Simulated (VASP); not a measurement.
# TePt (R-3m) in VASP: a series of runs, part 2 of 2

VASP 6.6.1.

## 4. Single point, PBEsol

This run uses another cell than the first one, of 23.10 Å³/atom, 1.020 times its volume.

The input, INCAR:

```
PREC = Accurate
ENCUT = 520
EDIFF = 1E-7
ISMEAR = -1
SIGMA = 0.05
LREAL = F
LASPH = T
NELM = 100
ALGO = Normal
ISIF = 2
LWAVE = F
LCHARG = F
GGA = PS
NBANDS = 24
```

The input, KPOINTS:

```
Automatic mesh
0
Gamma
  8 8 8
```

The input, POSCAR:

```
TePt
1.0
    1.9946894631      1.1516344985      6.7051475689
   -1.9946894631      1.1516344985      6.7051475689
    0.0000000000     -2.3032689970      6.7051475689
Pt Te
2 2
Direct
    0.1296666667      0.1296666667      0.1296666667
    0.8703333333      0.8703333333      0.8703333333
    0.4020000000      0.4020000000      0.4020000000
    0.5980000000      0.5980000000      0.5980000000
```

Potentials or basis: VASP PAW PBE potentials, release 64 (Pt, Te).

Command:

```bash
$ cat potpaw_PBE.64/Pt/POTCAR potpaw_PBE.64/Te/POTCAR > POTCAR
$ mpirun -np 1 vasp_std > vasp.out
```

OUTCAR:

```text
PREC = Accurate
   ENCUT = 520
   EDIFF = 1E-7
   ISMEAR = -1
   LREAL = F
   LASPH = T
   NELM = 100
   ISIF = 2
   GGA = PS

 ion  position               nearest neighbor table
   1  0.130  0.130  0.130-   3 2.61   3 2.61   3 2.61   2 2.74   2 2.74   2 2.74   4 3.56   4 3.56
                             4 3.56
   2  0.870  0.870  0.870-   4 2.61   4 2.61   4 2.61   1 2.74   1 2.74   1 2.74   3 3.56   3 3.56
                             3 3.56
   3  0.402  0.402  0.402-   1 2.61   1 2.61   1 2.61   2 3.56   2 3.56   2 3.56   4 3.60   4 3.60
                             4 3.60
   4  0.598  0.598  0.598-   2 2.61   2 2.61   2 2.61   1 3.56   1 3.56   1 3.56   3 3.60   3 3.60
                             3 3.60

  LATTYP: Found a trigonal (rhomboedric) cell.
 ALAT       =     7.0897145213
 COS(alpha) =     0.8416846276

  Lattice vectors:

 A1 = (   1.9946894631,   1.1516344985,   6.7051475689)
 A2 = (  -1.9946894631,   1.1516344985,   6.7051475689)
 A3 = (   0.0000000000,  -2.3032689970,   6.7051475689)

Analysis of symmetry for initial positions (statically):
=====================================================================
 Subroutine PRICEL returns:
 Original cell was already a primitive cell.

 Routine SETGRP: Setting up the symmetry group for a
 trigonal (rhombohedral) supercell.

 Subroutine GETGRP returns: Found 12 space group operations
 (whereof 12 operations were pure point group operations)
 out of a pool of 12 trial point group operations.

The static configuration has the point symmetry D_3d.

Analysis of symmetry for dynamics (positions and initial velocities):
=====================================================================
 Subroutine PRICEL returns:
 Original cell was already a primitive cell.

 Routine SETGRP: Setting up the symmetry group for a
 trigonal (rhombohedral) supercell.

 Subroutine GETGRP returns: Found 12 space group operations
 (whereof 12 operations were pure point group operations)
 out of a pool of 12 trial point group operations.

The dynamic configuration has the point symmetry D_3d.

 Subroutine INISYM returns: Found 12 space group operations
 (whereof 12 operations are pure point group operations),
 and found     1 'primitive' translations

----------------------------------------------------------------------------------------

                                     Primitive cell

  volume of cell :      92.4165

  direct lattice vectors                    reciprocal lattice vectors
     1.994689463  1.151634498  6.705147569     0.250665584  0.144721843  0.049713050
    -1.994689463  1.151634498  6.705147569    -0.250665584  0.144721843  0.049713050
     0.000000000 -2.303268997  6.705147569     0.000000000 -0.289443685  0.049713050

  length of vectors
     7.089714521  7.089714521  7.089714521     0.293681859  0.293681859  0.293681859

  position of ions in fractional coordinates (direct lattice)
     0.129666667  0.129666667  0.129666667
     0.870333333  0.870333333  0.870333333
     0.402000000  0.402000000  0.402000000
     0.598000000  0.598000000  0.598000000

  ion indices of the primitive-cell ions
   primitive index   ion index
                 1           1
                 2           2
                 3           3
                 4           4

[... 24 lines left out ...]
 Found     65 irreducible k-points:

 Following reciprocal coordinates:
            Coordinates               Weight
  0.000000  0.000000  0.000000      1.000000
  0.125000  0.000000  0.000000      6.000000
  0.250000  0.000000  0.000000      6.000000
  0.375000  0.000000  0.000000      6.000000
  0.500000  0.000000  0.000000      3.000000
  0.125000  0.125000  0.000000      6.000000
[... 16 lines left out ...]
  0.250000  0.125000  0.125000      6.000000
  0.375000  0.125000  0.125000      6.000000
 [... further k-points ...]
   k-points           NKPTS =     65   k-points in BZ     NKDIM =     65   number of bands    NBANDS=     24
   number of dos      NEDOS =    301   number of ions     NIONS =      4
   total plane-waves  NPLWV = 157464
   dimension x,y,z NGX =    54 NGY =   54 NGZ =   54
   dimension x,y,z NGXF=   108 NGYF=  108 NGZF=  108
   ions per type =               2   2
   NGX,Y,Z   is equivalent  to a cutoff of  12.66, 12.66, 12.66 a.u.
   NGXF,Y,Z  is equivalent  to a cutoff of  25.32, 25.32, 25.32 a.u.
 SYSTEM =  unknown system
   PREC   = accura    normal or accurate (medium, high low for compatibility)
   ISTART =      0    job   : 0-new  1-cont  2-samecut
   ICHARG =      2    charge: 1-file 2-atom 10-const
   ISPIN  =      1    spin polarized calculation?
   LNONCOLLINEAR =      F non collinear calculations
   LSORBIT =      F    spin-orbit coupling
   LASPH  =      T    aspherical Exc in radial PAW
   ENCUT  =  520.0 eV  38.22 Ry    6.18 a.u.  13.18 13.18 13.18*2*pi/ulx,y,z
   NELM   =    100;   NELMIN=  2; NELMDL= -5     # of ELM steps
   EDIFF  = 0.1E-06   stopping-criterion for ELM
   LREAL  =      F    real-space projection
   EDIFFG = 0.1E-05   stopping-criterion for IOM
   NSW    =      0    number of steps for IOM
   IBRION =     -1    ionic relax: 0-MD 1-quasi-New 2-CG
   NFREE  =      0    steps in history (QN), initial steepest desc. (CG)
   ISIF   =      2    stress and relaxation
   ISYM   =      2    0-nonsym 1-usesym 2-fastsym
   POTIM  = 0.5000    time-step for ionic-motion
   TEBEG  =    0.0;   TEEND  =   0.0 temperature during run
   PSTRESS=    0.0 pullay stress
   NELECT =      32.0000    total number of electrons
   NUPDOWN=      -1.0000    fix difference up-down
   EMIN   =  10.00;   EMAX   =-10.00  energy-range for DOS
   EFERMI =   0.00;   METHOD = LEGACY
   ISMEAR =    -1;   SIGMA  =   0.05  broadening in eV -4-tet -1-fermi 0-gaus
   EFERMI_NEDOS =   21; number of points for ismear=-14 and -15
   IALGO  =     38    algorithm
   IMIX   =      4    mixing-type and parameters
     AMIX     =   0.40;   BMIX     =  1.00
     AMIX_MAG =   1.60;   BMIX_MAG =  1.00
  volume/ion in A,a.u.               =      23.10       155.91
  Fermi-wavevector in a.u.,A,eV,Ry     =   1.149586  2.172403 17.980766  1.321549
  Thomas-Fermi vector in A             =   2.286255
   LORBIT       =      0    0 simple, 1 ext, 2 COOP (PROOUT), +10 PAW based schemes
   GGA     = PS    functional components
   LHFCALC =     F    Hartree Fock is set to
   AEXX    =    0.0000 exact exchange contribution
   IVDW    =     0    specifies the selected vdW correction
   LEPSILON=     F    determine dielectric tensor
   LRPA    =     F    only Hartree local field effects (RPA)
 non-spin polarized calculation
  energy-cutoff  :      520.00
  volume of cell :       92.42
 maximum number of plane-waves:      2524
 NGX is ok and might be reduce to    54
   NGX = 27   NGY = 27   NGZ = 27

 number of electron      32.0000001 magnetization

 Free energy of the ion-electron system (eV)
  ---------------------------------------------------
  ext. energy  EPLUGINS =         0.00000000
  ---------------------------------------------------
  free energy    TOTEN  =       -22.34133076 eV

  energy without entropy =      -22.32376720  energy(sigma->0) =      -22.33254898

 E-fermi :   8.0018     XC(G=0): -10.9437

 val. band max:        7.9693957283   @ k =   0.5000   0.2500   0.1250
 cond. band min:       8.0066493630   @ k =   0.3750   0.1250   0.0000
 fundamental gap:      0.0372536347
 Fermi energy:         8.0017773799

 k-point     1 :       0.0000    0.0000    0.0000
  band No.  band energies     occupation
      1      -5.2126      2.00000
      2      -3.7224      2.00000
      3       1.3130      2.00000
      4       2.6231      2.00000
      5       2.6231      2.00000
      6       3.2939      2.00000
[... 637 lines left out ...]
     23      15.1268      0.00000
     24      15.7480      0.00000

 [... further k-points ...]

------------------------ aborting loop because EDIFF is reached ----------------------------------------

  FORCE on cell =-STRESS in cart. coord.  units (eV):
  Direction    XX          YY          ZZ          XY          YZ          ZX
  --------------------------------------------------------------------------------------
  -------------------------------------------------------------------------------------
  Total       -1.7719844     -1.7719844     -1.5446584      0.0000000      0.0000000     -0.0000000
  in kB      -30.7199791    -30.7199791    -26.7789468      0.0000000      0.0000000     -0.0000000
  external PRESSURE =     -29.4063017 kB  Pullay stress =       0.0000000 kB

 VOLUME and BASIS-vectors are now :
 -----------------------------------------------------------------------------
  energy-cutoff  :      520.00
  volume of cell :       92.42
      direct lattice vectors                 reciprocal lattice vectors
     1.994689463  1.151634498  6.705147569     0.250665584  0.144721843  0.049713050
    -1.994689463  1.151634498  6.705147569    -0.250665584  0.144721843  0.049713050
     0.000000000 -2.303268997  6.705147569     0.000000000 -0.289443685  0.049713050

 POSITION                                       TOTAL-FORCE (eV/Angst)
 -----------------------------------------------------------------------------------
      0.00000      0.00000      2.60830         0.000000      0.000000      0.179872
      0.00000      0.00000     17.50714         0.000000     -0.000000     -0.179872
      0.00000      0.00000      8.08641         0.000000      0.000000      0.157561
      0.00000      0.00000     12.02903         0.000000      0.000000     -0.157561
 -----------------------------------------------------------------------------------
    total drift:                                0.000000     -0.000000      0.000000

  FREE ENERGIE OF THE ION-ELECTRON SYSTEM (eV)
  ---------------------------------------------------
  free  energy   TOTEN  =       -22.3413307594 eV

  energy  without entropy=      -22.3237672032  energy(sigma->0) =      -22.33254898
```

Wall time 5.4 min (1 thread of Intel Xeon 6975P-C (Granite Rapids), shared host); peak memory 0.43 GiB.

What came out:

| Property | Result |
| --- | --- |
| Free energy | -22.3413 eV |
| Pressure | -2.9 GPa |
| Largest force | 0.180 eV/Å |
| Band gap on the k mesh | zero (band 16 reaches 9.32 eV, above the bottom of band 17 at 6.83 eV) |

Forces on the atoms (eV/Å):
```
Pt   0.000  0.000  0.180
Pt   0.000  0.000 -0.180
Te   0.000  0.000  0.158
Te   0.000  0.000 -0.158
```

Stress tensor (GPa, compression positive):
```
-3.07  0.00  0.00
 0.00 -3.07  0.00
 0.00  0.00 -2.68
```

Caveat: the PAW data sets were made with another functional, which shifts forces and pressure a little; spin-orbit coupling is left out, which moves the levels of the heavy elements.
